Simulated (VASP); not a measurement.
# Sn (P6/mmm) in VASP: a series of runs

Runs on Sn. Level: PBE. Tasks: single point.

Everything below comes from runs of VASP 6.6.1. Logs are shortened: lines on timing, memory, paths and dates and some standing lists are left out, and cuts for length are marked.

### Step 1. The cell of the first run

Symmetry: P6/mmm, No. 191, hexagonal system. Conventional cell: a = 5.276 Å, b = 5.276 Å, c = 3.205 Å, α = 90.00°, β = 90.00°, γ = 120.00°. Within 4.2 Å of Sn (site symmetry 6/mmm) lie 14 Sn at 3.21 to 3.44 Å. Sn (site symmetry -6m2) has 11 Sn at 3.05 to 3.44 Å within 4.0 Å.

This isn't the form of Sn at room conditions, which is tetragonal (white tin).

### Step 2. Single point, PBE

The input, INCAR:

```
PREC = Accurate
ENCUT = 520
EDIFF = 1E-6
ISMEAR = -1
SIGMA = 0.1
LREAL = False
LASPH = True
NELM = 100
ALGO = Normal
ISIF = 2
LWAVE = False
LCHARG = False
GGA = PE
NBANDS = 28
```

The input, KPOINTS:

```
Automatic mesh
0
Gamma
  7 7 10
```

The input, POSCAR:

```
Sn
1.0
    5.2763207765      0.0000000000      0.0000000000
   -2.6381603882      4.5694278309      0.0000000000
    0.0000000000      0.0000000000      3.2054911333
Sn
3
Direct
    0.0000000000      0.0000000000      0.0000000000
    0.3333333333      0.6666666667      0.5000000000
    0.6666666667      0.3333333333      0.5000000000
```

Potentials or basis: VASP PAW PBE potentials, release 64 (Sn_d).

Launch:

```console
$ cat potpaw_PBE.64/Sn_d/POTCAR > POTCAR
$ mpirun -np 1 vasp_std > vasp.out
```

OUTCAR:

```text
PREC = Accurate
   ENCUT = 520
   EDIFF = 1E-6
   ISMEAR = -1
   LREAL = False
   LASPH = True
   NELM = 100
   ISIF = 2
   GGA = PE

 ion  position               nearest neighbor table
   1  0.000  0.000  0.000-   2 3.44   3 3.44   2 3.44   3 3.44   2 3.44   2 3.44   3 3.44   3 3.44
                             3 3.44   3 3.44   2 3.44   2 3.44
   2  0.333  0.667  0.500-   3 3.05   3 3.05   3 3.05   1 3.44   1 3.44   1 3.44   1 3.44   1 3.44
                             1 3.44
   3  0.667  0.333  0.500-   2 3.05   2 3.05   2 3.05   1 3.44   1 3.44   1 3.44   1 3.44   1 3.44
                             1 3.44

  LATTYP: Found a hexagonal cell.
 ALAT       =     5.2763207765
 C/A-ratio  =     0.6075239299

  Lattice vectors:

 A1 = (   5.2763207765,   0.0000000000,   0.0000000000)
 A2 = (  -2.6381603882,   4.5694278309,   0.0000000000)
 A3 = (   0.0000000000,   0.0000000000,   3.2054911333)

Analysis of symmetry for initial positions (statically):
=====================================================================
 Subroutine PRICEL returns:
 Original cell was already a primitive cell.

 Routine SETGRP: Setting up the symmetry group for a
 hexagonal supercell.

 Subroutine GETGRP returns: Found 24 space group operations
 (whereof 24 operations were pure point group operations)
 out of a pool of 24 trial point group operations.

The static configuration has the point symmetry D_6h.

Analysis of symmetry for dynamics (positions and initial velocities):
=====================================================================
 Subroutine PRICEL returns:
 Original cell was already a primitive cell.

 Routine SETGRP: Setting up the symmetry group for a
 hexagonal supercell.

 Subroutine GETGRP returns: Found 24 space group operations
 (whereof 24 operations were pure point group operations)
 out of a pool of 24 trial point group operations.

The dynamic configuration has the point symmetry D_6h.

 Subroutine INISYM returns: Found 24 space group operations
 (whereof 24 operations are pure point group operations),
 and found     1 'primitive' translations

----------------------------------------------------------------------------------------

                                     Primitive cell

  volume of cell :      77.2836

  direct lattice vectors                    reciprocal lattice vectors
     5.276320777  0.000000000  0.000000000     0.189526005  0.109422890  0.000000000
    -2.638160388  4.569427831  0.000000000     0.000000000  0.218845780  0.000000000
     0.000000000  0.000000000  3.205491133     0.000000000  0.000000000  0.311964675

  length of vectors
     5.276320777  5.276320776  3.205491133     0.218845780  0.218845780  0.311964675

  position of ions in fractional coordinates (direct lattice)
     0.000000000  0.000000000  0.000000000
     0.333333333  0.666666667  0.500000000
     0.666666667  0.333333333  0.500000000

  ion indices of the primitive-cell ions
   primitive index   ion index
                 1           1
                 2           2
                 3           3

----------------------------------------------------------------------------------------

 KPOINTS: Automatic mesh

Automatic generation of k-mesh.
 Grid dimensions read from file:
 generate k-points for:    7    7   10

 Generating k-lattice:

  Cartesian coordinates                     Fractional coordinates (reciprocal lattice)
     0.027075144  0.015631841  0.000000000     0.142857143  0.000000000  0.000000000
     0.000000000  0.031263683  0.000000000     0.000000000  0.142857143  0.000000000
     0.000000000  0.000000000  0.031196468     0.000000000  0.000000000  0.100000000

  Length of vectors
     0.031263683  0.031263683  0.031196468

  Shift w.r.t. Gamma in fractional coordinates (k-lattice)
     0.000000000  0.000000000  0.000000000

 Subroutine IBZKPT returns following result:
 ===========================================

 Found     48 irreducible k-points:

 Following reciprocal coordinates:
            Coordinates               Weight
  0.000000  0.000000  0.000000      1.000000
  0.142857  0.000000  0.000000      6.000000
  0.285714  0.000000  0.000000      6.000000
  0.428571 -0.000000  0.000000      6.000000
  0.142857  0.142857  0.000000      6.000000
  0.285714  0.142857  0.000000     12.000000
[... 16 lines left out ...]
  0.428571  0.142857  0.200000     12.000000
  0.285714  0.285714  0.200000     12.000000
 [... further k-points ...]
   k-points           NKPTS =     48   k-points in BZ     NKDIM =     48   number of bands    NBANDS=     28
   number of dos      NEDOS =    301   number of ions     NIONS =      3
   total plane-waves  NPLWV =  38400
   dimension x,y,z NGX =    40 NGY =   40 NGZ =   24
   dimension x,y,z NGXF=    80 NGYF=   80 NGZF=   48
   ions per type =               3
   NGX,Y,Z   is equivalent  to a cutoff of  12.60, 12.60, 12.45 a.u.
   NGXF,Y,Z  is equivalent  to a cutoff of  25.21, 25.21, 24.89 a.u.
 SYSTEM =  unknown system
   PREC   = accura    normal or accurate (medium, high low for compatibility)
   ISTART =      0    job   : 0-new  1-cont  2-samecut
   ICHARG =      2    charge: 1-file 2-atom 10-const
   ISPIN  =      1    spin polarized calculation?
   LNONCOLLINEAR =      F non collinear calculations
   LSORBIT =      F    spin-orbit coupling
   LASPH  =      T    aspherical Exc in radial PAW
   ENCUT  =  520.0 eV  38.22 Ry    6.18 a.u.   9.81  9.81  5.96*2*pi/ulx,y,z
   NELM   =    100;   NELMIN=  2; NELMDL= -5     # of ELM steps
   EDIFF  = 0.1E-05   stopping-criterion for ELM
   LREAL  =      F    real-space projection
   EDIFFG = 0.1E-04   stopping-criterion for IOM
   NSW    =      0    number of steps for IOM
   IBRION =     -1    ionic relax: 0-MD 1-quasi-New 2-CG
   NFREE  =      0    steps in history (QN), initial steepest desc. (CG)
   ISIF   =      2    stress and relaxation
   ISYM   =      2    0-nonsym 1-usesym 2-fastsym
   POTIM  = 0.5000    time-step for ionic-motion
   TEBEG  =    0.0;   TEEND  =   0.0 temperature during run
   PSTRESS=    0.0 pullay stress
   NELECT =      42.0000    total number of electrons
   NUPDOWN=      -1.0000    fix difference up-down
   EMIN   =  10.00;   EMAX   =-10.00  energy-range for DOS
   EFERMI =   0.00;   METHOD = LEGACY
   ISMEAR =    -1;   SIGMA  =   0.10  broadening in eV -4-tet -1-fermi 0-gaus
   EFERMI_NEDOS =   21; number of points for ismear=-14 and -15
   IALGO  =     38    algorithm
   IMIX   =      4    mixing-type and parameters
     AMIX     =   0.40;   BMIX     =  1.00
     AMIX_MAG =   1.60;   BMIX_MAG =  1.00
  volume/ion in A,a.u.               =      25.76       173.85
  Fermi-wavevector in a.u.,A,eV,Ry     =   1.335966  2.524610 24.283747  1.784805
  Thomas-Fermi vector in A             =   2.464629
   LORBIT       =      0    0 simple, 1 ext, 2 COOP (PROOUT), +10 PAW based schemes
   GGA     = PE    functional components
   LHFCALC =     F    Hartree Fock is set to
   AEXX    =    0.0000 exact exchange contribution
   IVDW    =     0    specifies the selected vdW correction
   LEPSILON=     F    determine dielectric tensor
   LRPA    =     F    only Hartree local field effects (RPA)
 non-spin polarized calculation
  energy-cutoff  :      520.00
  volume of cell :       77.28
 maximum number of plane-waves:      2111
 NGX is ok and might be reduce to    40
   NGX = 19   NGY = 19   NGZ = 11

 number of electron      42.0000014 magnetization

 Free energy of the ion-electron system (eV)
  ---------------------------------------------------
  ext. energy  EPLUGINS =         0.00000000
  ---------------------------------------------------
  free energy    TOTEN  =       -11.25404204 eV

  energy without entropy =      -11.20244774  energy(sigma->0) =      -11.22824489

 E-fermi :   8.8458     XC(G=0): -10.6128

 val. band max:        8.8383254061   @ k =   0.2857   0.1429   0.3000
 cond. band min:       8.8492369257   @ k =   0.2857   0.0000   0.2000
 fundamental gap:      0.0109115195
 Fermi energy:         8.8458223654

 k-point     1 :       0.0000    0.0000    0.0000
  band No.  band energies     occupation
      1     -12.9679      2.00000
      2     -12.8723      2.00000
      3     -12.8723      2.00000
      4     -12.8677      2.00000
      5     -12.8124      2.00000
      6     -12.8124      2.00000
[... 20 lines left out ...]
     27      17.3272      0.00000
     28      17.4295      0.00000

 k-point     2 :       0.1429    0.0000    0.0000
  band No.  band energies     occupation
      1     -12.9656      2.00000
      2     -12.8747      2.00000
      3     -12.8742      2.00000
      4     -12.8662      2.00000
      5     -12.8146      2.00000
      6     -12.8125      2.00000
[... 20 lines left out ...]
     27      16.8724      0.00000
     28      17.0730      0.00000

 k-point     3 :       0.2857    0.0000    0.0000
  band No.  band energies     occupation
      1     -12.9606      2.00000
      2     -12.8889      2.00000
      3     -12.8782      2.00000
      4     -12.8597      2.00000
      5     -12.8194      2.00000
      6     -12.8186      2.00000
[... 20 lines left out ...]
     27      15.9611      0.00000
     28      16.5755      0.00000

 k-point     4 :       0.4286   -0.0000    0.0000
  band No.  band energies     occupation
      1     -12.9567      2.00000
      2     -12.9049      2.00000
      3     -12.8812      2.00000
      4     -12.8544      2.00000
      5     -12.8292      2.00000
      6     -12.8262      2.00000
[... 578 lines left out ...]
     27      14.5750      0.00000
     28      16.4880      0.00000

 k-point    23 :       0.4286    0.1429    0.2000
  band No.  band energies     occupation
      1     -12.8900      2.00000
      2     -12.8818      2.00000
      3     -12.8816      2.00000
      4     -12.8678      2.00000
      5     -12.8430      2.00000
      6     -12.8243      2.00000
[... 20 lines left out ...]
     27      14.1029      0.00000
     28      16.0617      0.00000

 k-point    24 :       0.2857    0.2857    0.2000
  band No.  band energies     occupation
      1     -12.8861      2.00000
      2     -12.8857      2.00000
      3     -12.8821      2.00000
      4     -12.8603      2.00000
      5     -12.8442      2.00000
      6     -12.8343      2.00000
[... 20 lines left out ...]
     27      14.7617      0.00000
     28      17.4231      0.00000

 [... further k-points ...]

------------------------ aborting loop because EDIFF is reached ----------------------------------------

  FORCE on cell =-STRESS in cart. coord.  units (eV):
  Direction    XX          YY          ZZ          XY          YZ          ZX
  --------------------------------------------------------------------------------------
  -------------------------------------------------------------------------------------
  Total        2.1112479      2.1112479      2.1322843      0.0000000      0.0000000     -0.0000000
  in kB       43.7685565     43.7685565     44.2046636      0.0000000      0.0000000     -0.0000000
  external PRESSURE =      43.9139255 kB  Pullay stress =       0.0000000 kB

 VOLUME and BASIS-vectors are now :
 -----------------------------------------------------------------------------
  energy-cutoff  :      520.00
  volume of cell :       77.28
      direct lattice vectors                 reciprocal lattice vectors
     5.276320777  0.000000000  0.000000000     0.189526005  0.109422890  0.000000000
    -2.638160388  4.569427831  0.000000000     0.000000000  0.218845780  0.000000000
     0.000000000  0.000000000  3.205491133     0.000000000  0.000000000  0.311964675

 POSITION                                       TOTAL-FORCE (eV/Angst)
 -----------------------------------------------------------------------------------
      0.00000      0.00000      0.00000         0.000000      0.000000      0.000000
     -0.00000      3.04629      1.60275        -0.000000      0.000000      0.000000
      2.63816      1.52314      1.60275         0.000000      0.000000      0.000000
 -----------------------------------------------------------------------------------
    total drift:                               -0.000000      0.000000      0.000000

  FREE ENERGIE OF THE ION-ELECTRON SYSTEM (eV)
  ---------------------------------------------------
  free  energy   TOTEN  =       -11.2540420449 eV

  energy  without entropy=      -11.2024477371  energy(sigma->0) =      -11.22824489
```

It took 77 s on 1 thread of Intel Xeon 8259CL, shared host; peak memory 0.23 GiB.

Results:

| Item | Value |
| --- | --- |
| Free energy | -11.2540 eV |
| Pressure | 4.4 GPa |
| Band gap on the k mesh | zero (bands 21 and 22 overlap by 4.67 eV) |

Caveat: the cell stands under pressure; spin-orbit coupling is left out, which moves the levels of the heavy elements.

(Part 1 of 2 ends here.)
